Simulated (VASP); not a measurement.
# SbO5 (P-6m2) in VASP: a series of runs, part 2 of 2

VASP 6.6.1. Earlier steps stand in the parts before.

**3. Relaxation of cell and atoms, PBE**

This run uses another cell than the first one, of 11.77 Å³/atom.

The input, INCAR:

```
  PREC = Accurate
  ENCUT = 700
  EDIFF = 1E-7
  ISMEAR = 0
  SIGMA = 0.1
  LREAL = False
  LASPH = True
  NELM = 120
  ALGO = Normal
  ISIF = 3
  LWAVE = False
  LCHARG = False
  GGA = PE
  IBRION = 2
  NSW = 90
  EDIFFG = -0.04
  GGA_COMPAT = False
  NELMIN = 4
```

The input, KPOINTS:

```
regular mesh
0
Gamma
  6 6 2
```

The input, POSCAR:

```
SbO5
1.0
    2.5598886500      0.0000000000      0.0000000000
   -1.2799443300      2.2169286000      0.0000000000
    0.0000000000      0.0000000000     12.4429551600
Sb O
1 5
Direct
    0.0000000000      0.0000000000      0.0000000000
    0.6666666700      0.3333333300      0.8353336500
    0.0000000000      0.0000000000      0.6676422400
    0.6666666700      0.3333333300      0.5000000000
    0.0000000000      0.0000000000      0.3323577600
    0.6666666700      0.3333333300      0.1646663500
```

Potentials or basis: VASP PAW PBE potentials, release 64 (Sb_d_GW, O).

Started as:

```console
> cat potpaw_PBE.64/Sb_d_GW/POTCAR potpaw_PBE.64/O/POTCAR > POTCAR
> mpirun -np 1 vasp_std > vasp.out
```

OUTCAR:

```text
PREC = Accurate
   ENCUT = 700
   EDIFF = 1E-7
   ISMEAR = 0
   LREAL = False
   LASPH = True
   NELM = 120
   ISIF = 3
   GGA = PE
   IBRION = 2
   NSW = 90
   EDIFFG = -0.04
   NELMIN = 4

 ion  position               nearest neighbor table
   1  0.000  0.000  0.000-   2 2.53   6 2.53   2 2.53   6 2.53   2 2.53   6 2.53
   2  0.667  0.333  0.835-   1 2.53   1 2.53   1 2.53
   3  0.000  0.000  0.668-
   4  0.667  0.333  0.500-
   5  0.000  0.000  0.332-
   6  0.667  0.333  0.165-   1 2.53   1 2.53   1 2.53

  LATTYP: Found a hexagonal cell.
 ALAT       =     2.5598886500
 C/A-ratio  =     4.8607407826

  Lattice vectors:

 A1 = (   2.5598886500,   0.0000000000,   0.0000000000)
 A2 = (  -1.2799443300,   2.2169286000,   0.0000000000)
 A3 = (   0.0000000000,   0.0000000000,  12.4429551600)

Analysis of symmetry for initial positions (statically):
=====================================================================
 Subroutine PRICEL returns:
 Original cell was already a primitive cell.

 Routine SETGRP: Setting up the symmetry group for a
 hexagonal supercell.

 Subroutine GETGRP returns: Found 12 space group operations
 (whereof 12 operations were pure point group operations)
 out of a pool of 24 trial point group operations.

The static configuration has the point symmetry D_3h.

Analysis of symmetry for dynamics (positions and initial velocities):
=====================================================================
 Subroutine PRICEL returns:
 Original cell was already a primitive cell.

 Routine SETGRP: Setting up the symmetry group for a
 hexagonal supercell.

 Subroutine GETGRP returns: Found 12 space group operations
 (whereof 12 operations were pure point group operations)
 out of a pool of 24 trial point group operations.

The dynamic configuration has the point symmetry D_3h.

 Subroutine INISYM returns: Found 12 space group operations
[... 104 lines left out ...]
   PSTRESS=    0.0 pullay stress
   NELECT =      45.0000    total number of electrons
   NUPDOWN=      -1.0000    fix difference up-down
   EMIN   =  10.00;   EMAX   =-10.00  energy-range for DOS
   EFERMI =   0.00;   METHOD = LEGACY
   ISMEAR =     0;   SIGMA  =   0.10  broadening in eV -4-tet -1-fermi 0-gaus
   EFERMI_NEDOS =   21; number of points for ismear=-14 and -15
   IALGO  =     38    algorithm
   IMIX   =      4    mixing-type and parameters
     AMIX     =   0.40;   BMIX     =  1.00
     AMIX_MAG =   1.60;   BMIX_MAG =  1.00
  volume/ion in A,a.u.               =      11.77        79.42
  Fermi-wavevector in a.u.,A,eV,Ry     =   1.408792  2.662231 27.003416  1.984695
  Thomas-Fermi vector in A             =   2.530914
   LORBIT       =      0    0 simple, 1 ext, 2 COOP (PROOUT), +10 PAW based schemes
   GGA     = PE    functional components
   LHFCALC =     F    Hartree Fock is set to
   AEXX    =    0.0000 exact exchange contribution
   IVDW    =     0    specifies the selected vdW correction
   LEPSILON=     F    determine dielectric tensor
   LRPA    =     F    only Hartree local field effects (RPA)
 conjugate gradient relaxation of ions
 non-spin polarized calculation
 Gauss-broadening in eV      SIGMA  =   0.10
  energy-cutoff  :      700.00
  volume of cell :       70.61
 maximum number of plane-waves:      3030
 NGX is ok and might be reduce to    24
   NGX = 11   NGY = 11   NGZ = 53

--------------------------------------- Ionic step        1  -------------------------------------------

 number of electron      44.9999996 magnetization

 Free energy of the ion-electron system (eV)
  ---------------------------------------------------
  ext. energy  EPLUGINS =         0.00000000
  ---------------------------------------------------
  free energy    TOTEN  =       -13.86798107 eV

  energy without entropy =      -13.82364165  energy(sigma->0) =      -13.84581136

------------------------ aborting loop because EDIFF is reached ----------------------------------------

  FORCE on cell =-STRESS in cart. coord.  units (eV):
  Direction    XX          YY          ZZ          XY          YZ          ZX
  --------------------------------------------------------------------------------------
  -------------------------------------------------------------------------------------
  Total       13.5054176     13.5054176    -13.6926992     -0.0000000     -0.0000000      0.0000000
  in kB      306.4236509    306.4236504   -310.6728718     -0.0000007     -0.0000000      0.0000000
  external PRESSURE =     100.7248098 kB  Pullay stress =       0.0000000 kB
[... 958 lines left out ...]
     26       5.6067      0.00000
     27       8.4814      0.00000

[... ionic steps 4 to 39 ...]

--------------------------------------- Ionic step       40  -------------------------------------------

 number of electron      45.0000035 magnetization

------------------------ aborting loop because EDIFF is reached ----------------------------------------
[... 75 lines left out ...]
--------------------------------------- Ionic step       42  -------------------------------------------

 number of electron      45.0000034 magnetization

 Free energy of the ion-electron system (eV)
  ---------------------------------------------------
  ext. energy  EPLUGINS =         0.00000000
  ---------------------------------------------------
  free energy    TOTEN  =       -25.64891041 eV

  energy without entropy =      -25.61385550  energy(sigma->0) =      -25.63138296

 E-fermi :   0.6514     XC(G=0):  -8.8026

 val. band max:        0.5858265825   @ k =   0.3333   0.0000   0.0000
 cond. band min:       0.6777269483   @ k =   0.1667   0.1667   0.0000
 fundamental gap:      0.0919003657
 Fermi energy:         0.6514142746
[... 451 lines left out ...]
  FREE ENERGIE OF THE ION-ELECTRON SYSTEM (eV)
  ---------------------------------------------------
  free  energy   TOTEN  =       -25.6489104107 eV

  energy  without entropy=      -25.6138554998  energy(sigma->0) =      -25.63138296

 reached required accuracy - stopping structural energy minimisation
```

OSZICAR:

```text
N       E                     dE             d eps       ncg     rms          rms(c)
DAV:   1     0.505191532402E+03    0.50519E+03   -0.24123E+04  1157   0.164E+04
DAV:   2     0.457857771035E+02   -0.45941E+03   -0.44995E+03  1280   0.254E+03
DAV:   3    -0.107079089675E+02   -0.56494E+02   -0.54278E+02  1232   0.305E+02
DAV:   4    -0.153738664842E+02   -0.46660E+01   -0.41860E+01  1318   0.598E+01
[... 651 lines left out ...]
DAV:   6    -0.256489117790E+02    0.97115E-04   -0.63500E-05  1026   0.282E-01    0.730E-03
DAV:   7    -0.256489120720E+02   -0.29301E-06   -0.70664E-06   972   0.410E-02    0.426E-03
DAV:   8    -0.256489111954E+02    0.87654E-06   -0.44362E-07   850   0.160E-02    0.229E-03
DAV:   9    -0.256489103948E+02    0.80060E-06   -0.10602E-07   501   0.951E-03    0.303E-04
DAV:  10    -0.256489104107E+02   -0.15867E-07   -0.26391E-08   405   0.491E-03
  42 F= -.25648910E+02 E0= -.25631383E+02  d E =-.297721E-03
```

CONTCAR:

```text
SbO5
   1.00000000000000
     3.2856190127575013   -0.0000000013337447   -0.0000000000000000
    -1.6428095139513110    2.8454295298008527   -0.0000000000000000
    -0.0000000000000000   -0.0000000000000000    9.9753821967298748
  Sb              O
     1     5
Direct
     0.0000000000000000    0.0000000000000000    0.0000000000000000
     0.6666666699999979    0.3333333300000021    0.8786936574955382
     0.0000000000000000    0.0000000000000000    0.5658486729424675
     0.6666666699999979    0.3333333300000021    0.5000000000000000
     0.0000000000000000    0.0000000000000000    0.4341513270575326
     0.6666666699999979    0.3333333300000021    0.1213063425044619

  0.00000000E+00  0.00000000E+00  0.00000000E+00
  0.00000000E+00  0.00000000E+00  0.00000000E+00
  0.00000000E+00  0.00000000E+00  0.00000000E+00
  0.00000000E+00  0.00000000E+00  0.00000000E+00
  0.00000000E+00  0.00000000E+00  0.00000000E+00
  0.00000000E+00  0.00000000E+00  0.00000000E+00
```

Wall time 17 min (1 thread of Intel Xeon 6975P-C (Granite Rapids), shared host); peak memory 0.28 GiB.

What came out:

* Free energy: -25.6489 eV
* Relaxed volume: 15.54 Å³/atom
* Relaxed cell: a = 3.286 Å, b = 3.286 Å, c = 9.975 Å, α = 90.00°, β = 90.00°, γ = 120.00°
* Space group after relaxing (to 0.1 Å): P-6m2 (No. 187)
* Energy gained by relaxing: 1963.5 meV/atom
* Ionic steps: 42
* Pressure after relaxing: 0.1 GPa
* Largest force after relaxing: 0.034 eV/Å
* Band gap on the k mesh: zero (an odd number of electrons rules out a gap without spin polarisation)

Forces on the atoms (eV/Å):
```
Sb   0.000  0.000  0.000
O    0.000  0.000  0.034
O    0.000  0.000  0.026
O    0.000  0.000  0.000
O    0.000  0.000 -0.026
O    0.000  0.000 -0.034
```

Step by step:
| step | energy change (eV) | largest force (eV/Å) | pressure (GPa) | volume (Å³) |
| --- | --- | --- | --- | --- |
| 1 | 0.0000 | 1.7398 | 10.07 | 70.61 |
| 3 | -7.5301 | 0.9011 | -14.90 | 81.30 |
| 5 | -7.3161 | 2.0351 | -14.28 | 82.29 |
| 7 | -7.6525 | 1.8097 | -14.95 | 82.85 |
| 9 | -8.6129 | 1.1881 | -5.94 | 73.32 |
| 11 | -9.0211 | 0.8565 | 4.51 | 66.19 |
| 13 | -9.2059 | 0.8726 | -0.67 | 69.92 |
| 15 | -11.0794 | 2.6759 | 14.87 | 73.42 |
| 17 | -11.0918 | 2.8506 | 16.02 | 73.78 |
| 19 | -11.1705 | 2.6061 | 14.79 | 74.36 |
| 21 | -11.4531 | 1.6140 | 9.77 | 77.00 |
| 23 | -11.6533 | 1.0343 | -3.46 | 88.19 |
| 25 | -11.7285 | 0.2841 | 0.28 | 84.02 |
| 27 | -11.7333 | 0.2114 | 0.43 | 84.46 |
| 29 | -11.7344 | 0.2295 | 0.53 | 84.76 |
| 31 | -11.7401 | 0.0888 | -0.04 | 85.53 |
| 33 | -11.7440 | 0.2691 | -0.78 | 86.87 |
| 35 | -11.7553 | 0.2026 | -0.45 | 88.42 |
| 37 | -11.7701 | 0.2893 | 0.05 | 91.21 |
| 39 | -11.7801 | 0.1472 | -0.05 | 92.93 |
| 41 | -11.7806 | 0.0501 | 0.21 | 93.09 |
| 42 | -11.7809 | 0.0336 | 0.15 | 93.26 |

Final structure:
```yaml
crystal:
  lattice:
    - [3.28562, 0.00000, 0.00000]
    - [-1.64281, 2.84543, 0.00000]
    - [0.00000, 0.00000, 9.97538]
  atoms:
    - { symbol: Sb, position: [0.00000, 0.00000, 0.00000] }
    - { symbol: O, position: [0.66667, 0.33333, 0.87869] }
    - { symbol: O, position: [0.00000, 0.00000, 0.56585] }
    - { symbol: O, position: [0.66667, 0.33333, 0.50000] }
    - { symbol: O, position: [0.00000, 0.00000, 0.43415] }
    - { symbol: O, position: [0.66667, 0.33333, 0.12131] }
```

Caveat: the k points lie up to 0.37 Å⁻¹ apart in the final cell, too coarse for converged energies and pressures of a metal; the volume moved by over 15 % at a fixed basis, so the end points are rough; spin-orbit coupling is left out, which moves the levels of the heavy elements; an odd number of electrons without spin polarisation forces a metal; a magnetic or distorted state may lie lower.

The gap in the log of VASP goes by the Fermi energy; the results here count the filled bands.